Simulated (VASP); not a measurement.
Mg:

```xyz
1
Lattice="-1.5428 1.5428 1.4425 1.5428 -1.5428 1.4425 1.5428 1.5428 -1.4425" Properties=species:S:1:pos:R:3 pbc="T T T"
Mg    0.0000    0.0000    0.0000
```

```yaml
Program: VASP 6.6.1
Task: relaxation of cell and atoms
Functional: PBE
Potentials_or_basis: VASP PAW PBE potentials, release 64 (Mg)
Cutoff: 600 eV
k_mesh: 10 × 10 × 10
Occupations: gaussian, width 0.1 eV
Spin: no spin polarisation
```

At the start: pressure 50.0 GPa; volume 13.73 Å³/atom.

Question: How do energy, volume and symmetry change on relaxing?

Answer: Over 4 steps the energy falls by 941.0 meV/atom and the volume is 22.96 Å³/atom (+67.2 %); space group I4/mmm (No. 139, to 0.05 Å).

Step by step:
```
step  energy change (eV)  largest force (eV/Å)  pressure (GPa)  volume (Å³)
   1              0.0000                0.0000           50.01        13.73
   2             -0.9346                0.0000           -1.63        24.14
   3             -0.9401                0.0000            0.66        22.53
   4             -0.9410                0.0000           -0.04        22.96
```

Final structure:
```
CELL_PARAMETERS angstrom
-1.82600 1.82600 1.72185
1.82600 -1.82600 1.72185
1.82600 1.82600 -1.72185
ATOMIC_POSITIONS crystal
Mg 0.00000 0.00000 0.00000
```

Caveat: the volume moved by over 15 % at a fixed basis, so the end points are rough.
